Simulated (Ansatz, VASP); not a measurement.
One calculation of Na, two programs

INCAR

```
SYSTEM = Na
  PREC = Accurate
  ENCUT = 520
  EDIFF = 1E-6
  ISMEAR = 0
  SIGMA = 0.15
  LREAL = .False.
  LASPH = .True.
  NELM = 60
  ALGO = Fast
  ISIF = 2
  LWAVE = .False.
  LCHARG = .False.
  GGA = PS
  NBANDS = 10
```

Contents of KPOINTS:

```
Automatic mesh
0
Gamma
  16 16 16
  0 0 0
```

Contents of POSCAR:

```
Na
1.0
   -2.0539750000      2.0539750000      2.0857375000
    2.0539750000     -2.0539750000      2.0857375000
    2.0539750000      2.0539750000     -2.0857375000
Na
1
Direct
    0.0000000000      0.0000000000      0.0000000000
```

Input for Ansatz:

```yaml
crystal:
  lattice:
    - [-2.053975, 2.053975, 2.0857375]
    - [2.053975, -2.053975, 2.0857375]
    - [2.053975, 2.053975, -2.0857375]
  atoms:
    - { symbol: Na, position: [0.0, 0.0, 0.0] }
basis:
  ecutwfc: 420
kpoints:
  mp_grid: { grid: [16, 16, 16] }
hamiltonian:
  xc: pbesol
scf:
  occupations: { method: gaussian, width: 0.15 }
output:
  forces: true
  stress: true
  eigenvalues: true
```

Change from the starting cell: strain -0.030 along x and y, -0.015 along z, atoms carried along.

Alike in both runs: task single point; functional PBEsol; k mesh 16 × 16 × 16; occupations gaussian, width 0.15 eV; no spin polarisation.

|  | VASP | Ansatz |
| --- | --- | --- |
| version | VASP 6.6.1 | Ansatz 0.2.0 |
| potentials or method | VASP PAW PBE potentials, release 64 (Na_pv), cutoff 520 eV | scalar-relativistic, plane waves, PAW |
| valence electrons in the cell | 7 | 9 |

```tsv
	VASP	Ansatz	Ansatz less VASP
gap on the k mesh at the Fermi level (eV)	none	none	-
pressure (GPa)	0.3	0.3	-0.05
```

VASP's potentials were made for PBE, not for PBEsol. A gap of «none» marks a metal or a gap that the smearing closes. With one functional, cell and mesh, what is left measures potentials, basis and numerics. VASP's potentials hold 7 valence electrons a cell and Ansatz's 9, so a difference there can come from the potentials and not from the codes.
